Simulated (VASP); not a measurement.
# Sb (C2/c) in VASP: notebook

The runs below take Sb through single point, with LDA.

All numbers are computed with VASP 6.6.1; they aren't measurements. Logs are shortened: lines on timing, memory, paths and dates and some standing lists are left out, and cuts for length are marked.

## 1. The cell of the first run

It takes space group C2/c (No. 15, monoclinic). Conventional cell: a = 3.228 Å, b = 8.547 Å, c = 4.613 Å, α = 90.00°, β = 110.38°, γ = 90.00°. Sb (site symmetry 2) has 10 Sb at 3.14 to 3.89 Å within 4.1 Å.

## 2. Single point, LDA (volume scaled by 1.08)

Contents of INCAR:

```
SYSTEM = Sb
PREC = Accurate
ENCUT = 520
EDIFF = 1E-6
ISMEAR = -1
SIGMA = 0.1
LREAL = .FALSE.
LASPH = .TRUE.
NELM = 80
ALGO = Normal
ISIF = 2
LWAVE = .FALSE.
LCHARG = .TRUE.
GGA = CA
LELF = .TRUE.
LVHAR = .TRUE.
NBANDS = 12
```

Contents of KPOINTS:

```
Automatic mesh
0
G
  13 13 9
  0 0 0
```

Contents of POSCAR:

```
Sb
1.0
   -3.0209306407      3.0228868247      1.6138953384
    3.0228868247     -3.0209306407      1.6138953384
    3.0564189140      3.0564189140     -1.6103125838
Sb
2
Direct
    0.9999743445      0.0000256555      0.0000000000
    0.7500256555      0.2499743445      0.5000000000
```

Potentials or basis: VASP PAW LDA potentials, release 64 (Sb).

Command:

```sh
cat potpaw_LDA.64/Sb/POTCAR > POTCAR
mpirun -np 1 vasp_std > vasp.out
```

OUTCAR:

```text
SYSTEM = Sb
   PREC = Accurate
   ENCUT = 520
   EDIFF = 1E-6
   ISMEAR = -1
   LREAL = .FALSE.
   LASPH = .TRUE.
   NELM = 80
   ISIF = 2
   GGA = CA

 ion  position               nearest neighbor table
   1  1.000  0.000  0.000-   2 3.14   2 3.14   2 3.15   2 3.15
   2  0.750  0.250  0.500-   1 3.14   1 3.14   1 3.15   1 3.15

  LATTYP: Found a base centered monoclinic cell.
 ALAT       =     3.2277918623
 B/A-ratio  =     2.6480172801
 C/A-ratio  =     1.4290406054
 COS(beta)  =    -0.3483049577

  Lattice vectors:

 A1 = (  -3.0209306407,   3.0228868247,   1.6138953384)
 A2 = (   3.0228868247,  -3.0209306407,   1.6138953384)
 A3 = (   3.0564189140,   3.0564189140,  -1.6103125838)

Analysis of symmetry for initial positions (statically):
=====================================================================
 Subroutine PRICEL returns:
 Original cell was already a primitive cell.

 Routine SETGRP: Setting up the symmetry group for a
 base centered monoclinic supercell.

 Subroutine GETGRP returns: Found  4 space group operations
 (whereof  2 operations were pure point group operations)
 out of a pool of  4 trial point group operations.

The static configuration has the point symmetry C_2 .
 The point group associated with its full space group is C_2h.

Analysis of symmetry for dynamics (positions and initial velocities):
=====================================================================
 Subroutine PRICEL returns:
 Original cell was already a primitive cell.

 Routine SETGRP: Setting up the symmetry group for a
 base centered monoclinic supercell.

 Subroutine GETGRP returns: Found  4 space group operations
 (whereof  2 operations were pure point group operations)
 out of a pool of  4 trial point group operations.

The dynamic configuration has the point symmetry C_2 .
 The point group associated with its full space group is C_2h.

 Subroutine INISYM returns: Found  4 space group operations
 (whereof  2 operations are pure point group operations),
 and found     1 'primitive' translations

----------------------------------------------------------------------------------------

                                     Primitive cell

  volume of cell :      59.6442

  direct lattice vectors                    reciprocal lattice vectors
    -3.020930641  3.022886825  1.613895338    -0.001141731  0.164316609  0.309710542
     3.022886825 -3.020930641  1.613895338     0.164316609 -0.001141731  0.309710542
     3.056418914  3.056418914 -1.610312584     0.163537923  0.163537923 -0.000198222

  length of vectors
     4.568208057  4.568208057  4.612645637     0.350602155  0.350602155  0.231277633

  position of ions in fractional coordinates (direct lattice)
     0.999974345  0.000025656  1.000000000
     0.750025655  0.249974345  0.500000000

  ion indices of the primitive-cell ions
   primitive index   ion index
                 1           1
                 2           2

----------------------------------------------------------------------------------------

 KPOINTS: Automatic mesh

Automatic generation of k-mesh.
 Grid dimensions read from file:
 generate k-points for:   13   13    9

 Generating k-lattice:

  Cartesian coordinates                     Fractional coordinates (reciprocal lattice)
    -0.000087825  0.012639739  0.023823888     0.076923077  0.000000000 -0.000000000
     0.012639739 -0.000087825  0.023823888     0.000000000  0.076923077 -0.000000000
     0.018170880  0.018170880 -0.000022025     0.000000000  0.000000000  0.111111111

  Length of vectors
     0.026969397  0.026969397  0.025697515

  Shift w.r.t. Gamma in fractional coordinates (k-lattice)
     0.000000000  0.000000000  0.000000000

 Subroutine IBZKPT returns following result:
 ===========================================

 Found    413 irreducible k-points:

 Following reciprocal coordinates:
            Coordinates               Weight
  0.000000  0.000000  0.000000      1.000000
  0.076923 -0.000000 -0.000000      4.000000
  0.153846  0.000000 -0.000000      4.000000
  0.230769  0.000000 -0.000000      4.000000
  0.307692  0.000000 -0.000000      4.000000
  0.384615 -0.000000 -0.000000      4.000000
[... 16 lines left out ...]
  0.384615  0.153846 -0.000000      4.000000
  0.461538  0.153846 -0.000000      4.000000
 [... further k-points ...]
   k-points           NKPTS =    413   k-points in BZ     NKDIM =    413   number of bands    NBANDS=     12
   number of dos      NEDOS =    301   number of ions     NIONS =      2
   total plane-waves  NPLWV =  46656
   dimension x,y,z NGX =    36 NGY =   36 NGZ =   36
   dimension x,y,z NGXF=    72 NGYF=   72 NGZF=   72
   ions per type =               2
   NGX,Y,Z   is equivalent  to a cutoff of  13.10, 13.10, 12.97 a.u.
   NGXF,Y,Z  is equivalent  to a cutoff of  26.20, 26.20, 25.95 a.u.
 SYSTEM =  Sb
   PREC   = accura    normal or accurate (medium, high low for compatibility)
   ISTART =      0    job   : 0-new  1-cont  2-samecut
   ICHARG =      2    charge: 1-file 2-atom 10-const
   ISPIN  =      1    spin polarized calculation?
   LNONCOLLINEAR =      F non collinear calculations
   LSORBIT =      F    spin-orbit coupling
   LASPH  =      T    aspherical Exc in radial PAW
   ENCUT  =  520.0 eV  38.22 Ry    6.18 a.u.   8.49  8.49  8.58*2*pi/ulx,y,z
   NELM   =     80;   NELMIN=  2; NELMDL= -5     # of ELM steps
   EDIFF  = 0.1E-05   stopping-criterion for ELM
   LREAL  =      F    real-space projection
   EDIFFG = 0.1E-04   stopping-criterion for IOM
   NSW    =      0    number of steps for IOM
   IBRION =     -1    ionic relax: 0-MD 1-quasi-New 2-CG
   NFREE  =      0    steps in history (QN), initial steepest desc. (CG)
   ISIF   =      2    stress and relaxation
   ISYM   =      2    0-nonsym 1-usesym 2-fastsym
   POTIM  = 0.5000    time-step for ionic-motion
   TEBEG  =    0.0;   TEEND  =   0.0 temperature during run
   PSTRESS=    0.0 pullay stress
   NELECT =      10.0000    total number of electrons
   NUPDOWN=      -1.0000    fix difference up-down
   EMIN   =  10.00;   EMAX   =-10.00  energy-range for DOS
   EFERMI =   0.00;   METHOD = LEGACY
   ISMEAR =    -1;   SIGMA  =   0.10  broadening in eV -4-tet -1-fermi 0-gaus
   EFERMI_NEDOS =   21; number of points for ismear=-14 and -15
   IALGO  =     38    algorithm
   IMIX   =      4    mixing-type and parameters
     AMIX     =   0.40;   BMIX     =  1.00
     AMIX_MAG =   1.60;   BMIX_MAG =  1.00
  volume/ion in A,a.u.               =      29.82       201.25
  Fermi-wavevector in a.u.,A,eV,Ry     =   0.902718  1.705890 11.087384  0.814900
  Thomas-Fermi vector in A             =   2.025956
   LORBIT       =      0    0 simple, 1 ext, 2 COOP (PROOUT), +10 PAW based schemes
   GGA     = CA    functional components
   LHFCALC =     F    Hartree Fock is set to
   AEXX    =    0.0000 exact exchange contribution
   IVDW    =     0    specifies the selected vdW correction
   LEPSILON=     F    determine dielectric tensor
   LRPA    =     F    only Hartree local field effects (RPA)
 non-spin polarized calculation
  energy-cutoff  :      520.00
  volume of cell :       59.64
 maximum number of plane-waves:      1627
 NGX is ok and might be reduce to    36
   NGX = 17   NGY = 17   NGZ = 17

 number of electron      10.0000001 magnetization

 Free energy of the ion-electron system (eV)
  ---------------------------------------------------
  ext. energy  EPLUGINS =         0.00000000
  ---------------------------------------------------
  free energy    TOTEN  =        -9.38468804 eV

  energy without entropy =       -9.34609416  energy(sigma->0) =       -9.36539110

 E-fermi :   7.0597     XC(G=0):  -9.8557

 val. band max:        7.0587684186   @ k =  -0.4615   0.2308   0.1111
 cond. band min:       7.0616177479   @ k =   0.3077   0.3077   0.1111
 fundamental gap:      0.0028493293
 Fermi energy:         7.0596654986

 k-point     1 :       0.0000    0.0000    0.0000
  band No.  band energies     occupation
      1      -5.2664      2.00000
      2      -0.0371      2.00000
      3       3.7120      2.00000
      4       3.8490      2.00000
      5       9.4013      0.00000
      6      10.4820      0.00000
      7      10.5367      0.00000
      8      11.2485      0.00000
      9      11.3501      0.00000
     10      14.5778      0.00000
     11      15.2359      0.00000
     12      15.9284      0.00000

 k-point     2 :       0.0769   -0.0000   -0.0000
  band No.  band energies     occupation
      1      -5.1627      2.00000
      2      -0.0557      2.00000
      3       3.7822      2.00000
      4       4.0110      2.00000
      5       9.5714      0.00000
      6      10.0660      0.00000
      7      10.5233      0.00000
      8      10.5272      0.00000
      9      10.6254      0.00000
     10      14.6567      0.00000
     11      15.3763      0.00000
     12      15.7352      0.00000

 k-point     3 :       0.1538    0.0000   -0.0000
  band No.  band energies     occupation
      1      -4.8536      2.00000
      2      -0.0806      2.00000
      3       3.8702      2.00000
      4       4.5754      2.00000
      5       8.5348      0.00000
      6       9.0010      0.00000
      7       9.8711      0.00000
      8      10.0363      0.00000
      9      10.5367      0.00000
     10      14.1573      0.00000
     11      14.4818      0.00000
     12      15.2076      0.00000

 k-point     4 :       0.2308    0.0000   -0.0000
  band No.  band energies     occupation
      1      -4.3467      2.00000
      2      -0.0628      2.00000
      3       4.0102      2.00000
      4       5.3574      2.00000
      5       6.6942      1.94958
      6       7.5223      0.01940
      7       9.2566      0.00000
      8      10.0880      0.00000
      9      10.9909      0.00000
     10      13.2471      0.00000
     11      13.8738      0.00000
     12      15.6139      0.00000

 k-point     5 :       0.3077    0.0000   -0.0000
  band No.  band energies     occupation
      1      -3.6621      2.00000
      2      -0.0028      2.00000
      3       4.2141      2.00000
      4       4.8850      2.00000
      5       5.6756      2.00000
      6       6.9174      1.61154
      7       8.8013      0.00000
      8       9.4763      0.00000
      9      12.0423      0.00000
     10      12.6129      0.00000
     11      13.9831      0.00000
     12      16.1750      0.00000
[... 228 lines left out ...]
      1      -3.0845      2.00000
      2       0.3508      2.00000
      3       3.7739      2.00000
      4       4.4587      2.00000
      5       5.4409      2.00000
      6       6.1553      1.99976
      7       8.9980      0.00000
      8       9.1901      0.00000
      9      12.1039      0.00000
     10      12.7379      0.00000
     11      13.2949      0.00000
     12      17.1945      0.00000

 k-point    22 :       0.3077    0.1538   -0.0000
  band No.  band energies     occupation
      1      -2.3112      2.00000
      2       0.0555      2.00000
      3       2.8142      2.00000
      4       3.9605      2.00000
      5       5.3605      2.00000
      6       6.6541      1.96594
      7       8.7495      0.00000
      8       9.4058      0.00000
      9      12.2517      0.00000
     10      13.4658      0.00000
     11      14.2635      0.00000
     12      15.6795      0.00000

 k-point    23 :       0.3846    0.1538   -0.0000
  band No.  band energies     occupation
      1      -1.8932      2.00000
      2      -0.4668      2.00000
      3       2.4714      2.00000
      4       4.1302      2.00000
      5       5.1036      2.00000
      6       6.8469      1.78705
      7       8.9122      0.00000
      8       9.6805      0.00000
      9      12.7109      0.00000
     10      13.8226      0.00000
     11      14.4179      0.00000
     12      15.8082      0.00000

 k-point    24 :       0.4615    0.1538   -0.0000
  band No.  band energies     occupation
      1      -2.3543      2.00000
      2      -0.6934      2.00000
      3       2.9601      2.00000
      4       4.5806      2.00000
      5       5.0067      2.00000
      6       7.0053      1.26530
      7       9.2026      0.00000
      8       9.3831      0.00000
      9      13.2379      0.00000
     10      13.6128      0.00000
     11      14.5061      0.00000
     12      15.7173      0.00000

 [... further k-points ...]
[... 5 lines left out ...]
  --------------------------------------------------------------------------------------
  -------------------------------------------------------------------------------------
  Total       -1.4415867     -1.4415867     -1.7047562     -0.0301595      0.0048190      0.0048190
  in kB      -38.7242596    -38.7242596    -45.7935834     -0.8101525      0.1294479      0.1294482
  external PRESSURE =     -41.0807008 kB  Pullay stress =       0.0000000 kB

 VOLUME and BASIS-vectors are now :
 -----------------------------------------------------------------------------
  energy-cutoff  :      520.00
  volume of cell :       59.64
      direct lattice vectors                 reciprocal lattice vectors
    -3.020930641  3.022886825  1.613895338    -0.001141731  0.164316609  0.309710542
     3.022886825 -3.020930641  1.613895338     0.164316609 -0.001141731  0.309710542
     3.056418914  3.056418914 -1.610312584     0.163537923  0.163537923 -0.000198222

 POSITION                                       TOTAL-FORCE (eV/Angst)
 -----------------------------------------------------------------------------------
     -3.02078      3.02273      1.61390         0.001970     -0.001970      0.000000
      0.01808      3.04030      0.80874        -0.001970      0.001970     -0.000000
 -----------------------------------------------------------------------------------
    total drift:                               -0.000000      0.000000     -0.000000

  FREE ENERGIE OF THE ION-ELECTRON SYSTEM (eV)
  ---------------------------------------------------
  free  energy   TOTEN  =        -9.3846880371 eV

  energy  without entropy=       -9.3460941632  energy(sigma->0) =       -9.36539110
```

Wall time 97 s (1 thread of Intel Xeon 6975P-C (Granite Rapids), shared host); peak memory 0.36 GiB.

What came out:

```yaml
Free_energy: -9.3847 eV
Pressure: -4.1 GPa
Band_gap_on_the_k_mesh: zero (band 5 reaches 10.35 eV, above the bottom of band 6 at 4.90 eV)
```

Forces on the atoms (eV/Å):
```
Sb   0.002 -0.002  0.000
Sb  -0.002  0.002  0.000
```

Stress tensor (GPa, compression positive):
```
-3.87 -0.08  0.01
-0.08 -3.87  0.01
 0.01  0.01 -4.58
```

Caveat: spin-orbit coupling is left out, which moves the levels of the heavy elements.

## 3. Single point, LDA (volume scaled by 1.12)

Contents of INCAR:

```
SYSTEM = Sb
ALGO = Normal
EDIFF = 1E-6
ENCUT = 520
ISIF = 2
ISMEAR = -1
LASPH = .True.
LCHARG = .False.
LREAL = .False.
LWAVE = .False.
NBANDS = 12
NELM = 60
PREC = Accurate
SIGMA = 0.1
```

Contents of KPOINTS:

```
k-points
0
Gamma
  13 13 9
  0 0 0
```

Contents of POSCAR:

```
Sb
1.0
   -3.0577748895      3.0597549317      1.6335789288
    3.0597549317     -3.0577748895      1.6335789288
    3.0936959893      3.0936959893     -1.6299524778
Sb
2
Direct
    0.9999743445      0.0000256555      0.0000000000
    0.7500256555      0.2499743445      0.5000000000
```

Potentials or basis: VASP PAW LDA potentials, release 64 (Sb).

Command:

```sh
cat potpaw_LDA.64/Sb/POTCAR > POTCAR
mpirun -np 1 vasp_std > vasp.out
```

Wall time 74 s (1 thread of Intel Xeon 6975P-C (Granite Rapids), shared host); peak memory 0.36 GiB.

It converged, with:

- Free energy: -9.3169 eV
- Pressure: -5.7 GPa
- Largest force: 0.004 eV/Å
- Band gap on the k mesh: zero (band 5 reaches 9.80 eV, above the bottom of band 6 at 4.52 eV)

Forces in eV/Å, atoms in the order of the input:
```
Sb   0.003 -0.003  0.000
Sb  -0.003  0.003  0.000
```

Stress tensor (GPa, compression positive):
```
-5.47 -0.11  0.01
-0.11 -5.47  0.01
 0.01  0.01 -6.13
```

Levels at points of the mesh, in eV from the Fermi level:
```csv
k point,band 2,band 3,band 4,band 5,band 6,band 7,band 8,band 9
"(0.00, 0.00, 0.00)",-7.13,-3.19,-3.06,2.47,3.30,3.36,4.02,4.11
```

Caveat: spin-orbit coupling is left out, which moves the levels of the heavy elements.

[end of part 1 of 2]
